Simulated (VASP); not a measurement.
**Te: single point with PBE**

The system is Te.

```
CELL_PARAMETERS angstrom
4.47101 0.00000 0.00000
-2.23550 3.87200 0.00000
0.00000 0.00000 5.94899
ATOMIC_POSITIONS crystal
Te 0.26420 0.00000 0.33333
Te 0.00000 0.26420 0.66667
Te 0.73580 0.73580 0.00000
```

- Program: VASP 6.6.1
- Task: single point
- Functional: PBE
- Potentials or basis: VASP PAW PBE potentials, release 64 (Te)
- Cutoff: 520 eV
- k mesh: 6 × 6 × 2
- Occupations: gaussian, width 0.01 eV
- Spin: no spin polarisation
- Dipole correction: no
- Further INCAR settings: ALGO = Normal; EDIFF = 1e-06; NBANDS = 16

The pressure is 1.4 GPa and the largest force is 0.213 eV/Å. The band gap on the k mesh is 0.16 eV.

Forces in eV/Å, atoms in the order of the input:
```
Te   0.213  0.000  0.000
Te  -0.106  0.184  0.000
Te  -0.106 -0.184  0.000
```

Stress tensor (GPa, compression positive):
```
1.20 0.00 0.00
0.00 1.20 0.00
0.00 0.00 1.80
```

Levels at points of the mesh, in eV from the valence-band top:
```tsv
k point	band 7	band 8	band 9	band 10	band 11	band 12
(0.00, 0.00, 0.00)	-1.62	-1.62	-0.73	1.03	1.03	1.66
(0.50, 0.00, 0.00)	-3.42	-1.07	-0.82	0.93	1.03	3.07
(0.00, 0.00, 0.50)	-1.30	-1.02	-1.02	0.55	0.60	0.60
(0.50, 0.00, 0.50)	-2.36	-2.02	-0.20	0.78	1.94	2.56
```

It took 15 s on 1 thread of Intel(R) Xeon(R) Platinum 8488C (Sapphire Rapids) (shared host), peak memory 0.23 GiB.

Caveat: the k points lie up to 0.53 Å⁻¹ apart; semilocal functionals underestimate gaps, and a narrow one can read as zero; spin-orbit coupling is left out, which moves the levels of the heavy elements. A k mesh can miss the band edges.
